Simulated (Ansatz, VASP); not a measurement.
GaN: VASP beside Ansatz

INCAR

```
SYSTEM = GaN
  ALGO = Normal
  EDIFF = 1E-6
  EDIFFG = -0.02
  ENCUT = 520
  GGA = PE
  IBRION = 2
  ISIF = 2
  ISMEAR = -1
  LASPH = .TRUE.
  LCHARG = .FALSE.
  LREAL = .FALSE.
  LWAVE = .FALSE.
  NELM = 60
  NSW = 80
  PREC = Accurate
  SIGMA = 0.02
```

Contents of KPOINTS:

```
k-points
0
G
  12 12 12
  0 0 0
```

The input POSCAR:

```
GaN
1.0
    0.0000000000      1.9925000000      1.9925000000
    1.9925000000      0.0000000000      1.9925000000
    1.9925000000      1.9925000000      0.0000000000
Ga N
1 1
Direct
    0.5000000000      0.5000000000      0.5000000000
    0.0000000000      0.0000000000      0.0000000000
```

Input for Ansatz:

```yaml
crystal:
  lattice:
    - [0.0, 1.9925, 1.9925]
    - [1.9925, 0.0, 1.9925]
    - [1.9925, 1.9925, 0.0]
  atoms:
    - { symbol: Ga, position: [0.5, 0.5, 0.5] }
    - { symbol: "N", position: [0.0, 0.0, 0.0] }
kpoints:
  mp_grid: { grid: [12, 12, 12] }
scf:
  occupations: { method: fermi_dirac, width: 0.02 }
hamiltonian:
  xc: pbe
  pseudopotentials: { kind: paw }
output:
  forces: true
  stress: true
  populations: true
  efg:
    quadrupole_moments_barn: { Ga: 0.107, "N": 0.02044 }
    contact_densities: true
relax:
  f_tol: 0.02
  max_steps: 60
```

Alike in both runs: task relaxation of the atoms; functional PBE; k mesh 12 × 12 × 12; occupations fermi-dirac, width 0.02 eV; no spin polarisation.

|  | VASP | Ansatz |
| --- | --- | --- |
| version | VASP 6.6.1 | Ansatz 0.2.0 |
| potentials or method | VASP PAW PBE potentials, release 64 (Ga_d, N) | plane-wave PAW, scalar-relativistic |
| plane-wave cutoff (eV) | 520 | 420 |
| valence electrons in the cell | 18 | 18 |

|  | VASP | Ansatz | Ansatz less VASP |
| --- | --- | --- | --- |
| gap on the k mesh at the Fermi level, each at its own relaxed structure (eV) | 1.81 | 1.82 | +0.013 |

Ansatz's warnings: stress scf threshold loose.

Noted on VASP's run: the relaxation stopped at its first step, so nothing moved.
